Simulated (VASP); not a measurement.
# MoH5: single point with PBE

The system is MoH5.

```
CELL_PARAMETERS angstrom
0.00000 3.02082 3.02082
3.02082 0.00000 3.02082
3.02082 3.02082 0.00000
ATOMIC_POSITIONS crystal
H 0.12500 0.62500 0.62500
H 0.62500 0.62500 0.62500
H 0.62500 0.12500 0.62500
H 0.62500 0.62500 0.12500
H 0.25000 0.25000 0.25000
Mo 0.00000 0.00000 0.00000
```

```json
{"Program": "VASP 6.6.1", "Task": "single point", "Functional": "PBE", "Potentials or basis": "VASP PAW PBE potentials, release 64 (H, Mo_sv)", "Cutoff": "520 eV", "k mesh": "6 × 6 × 6", "Occupations": "gaussian, width 0.1 eV", "Spin": "no spin polarisation"}
```

| Quantity | Value |
| --- | --- |
| Pressure | -32.9 GPa |

Levels at points of the mesh, in eV from the Fermi level:
```
           k point  band 6  band 7  band 8  band 9  band 10  band 11  band 12  band 13  band 14  band 15
(0.00, 0.00, 0.00)   -1.53   -1.53   -1.53   -0.37    -0.37    -0.23     2.00     2.00     2.00     8.00
(0.50, 0.00, 0.00)   -5.12   -1.95   -1.95   -0.22     0.01     0.01     0.94     2.77     2.77     6.32
(0.50, 0.50, 0.00)   -4.74   -3.46   -0.52   -0.52    -0.01     0.22     0.22     1.22     2.84     3.68
```

It took 7.6 s on 1 thread of Intel(R) Xeon(R) 6975P-C (Granite Rapids) (shared host), peak memory 0.17 GiB.
